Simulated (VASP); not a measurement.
## Ta2Si2O: single point with PBE

Crystal: Ta2Si2O.

```
Ta Si O
1.0
     3.98848    0.00000    0.00000
    -1.99424    3.45412    0.00000
     0.00000    0.00000    6.68351
Ta Si O
2 2 1
Direct
  0.00000 0.00000 0.71093
  0.00000 0.00000 0.28907
  0.33333 0.66667 0.50000
  0.66667 0.33333 0.50000
  0.00000 0.00000 0.00000
```

The cell was generated, and may not be a known phase.

* Program: VASP 6.6.1
* Task: single point
* Functional: PBE
* Potentials or basis: VASP PAW PBE potentials, release 64 (Ta_sv_GW, Si, O)
* Cutoff: 700 eV
* k mesh: 6 × 6 × 4
* Occupations: gaussian, width 0.1 eV
* Spin: no spin polarisation
* Dipole correction: no
* Further INCAR settings: ALGO = Normal; EDIFF = 1e-06; NBANDS = 28

| Item | Value |
| --- | --- |
| Pressure | -0.1 GPa |
| Largest force | 0.032 eV/Å |
| Band gap on the k mesh | zero (bands 20 and 21 overlap by 1.32 eV) |

Forces on the atoms (eV/Å):
```
Ta   0.000  0.000 -0.032
Ta   0.000  0.000  0.032
Si   0.000  0.000  0.000
Si   0.000  0.000  0.000
O    0.000  0.000  0.000
```

Stress tensor (GPa, compression positive):
```
-0.16  0.00  0.00
 0.00 -0.16  0.00
 0.00  0.00  0.14
```

Levels at points of the mesh, in eV from the Fermi level:
| k point | band 17 | band 18 | band 19 | band 20 | band 21 | band 22 | band 23 | band 24 |
| --- | --- | --- | --- | --- | --- | --- | --- | --- |
| (0.00, 0.00, 0.00) | -2.61 | -2.42 | -2.42 | -1.02 | -1.02 | -0.93 | 1.42 | 1.42 |
| (0.50, 0.00, 0.00) | -3.65 | -3.21 | -0.08 | 0.19 | 0.71 | 1.05 | 1.08 | 1.09 |
| (0.00, 0.00, 0.50) | -3.35 | -3.35 | -1.59 | -1.09 | -1.09 | -0.92 | 2.62 | 2.84 |
| (0.50, 0.00, 0.50) | -3.24 | -2.88 | -0.43 | -0.06 | 0.98 | 1.05 | 1.08 | 1.24 |

Run time: 51 s on 1 thread of Intel(R) Xeon(R) 6975P-C (Granite Rapids) (shared host), peak memory 0.3 GiB.

Caveat: spin-orbit coupling is left out, which moves the levels of the heavy elements.
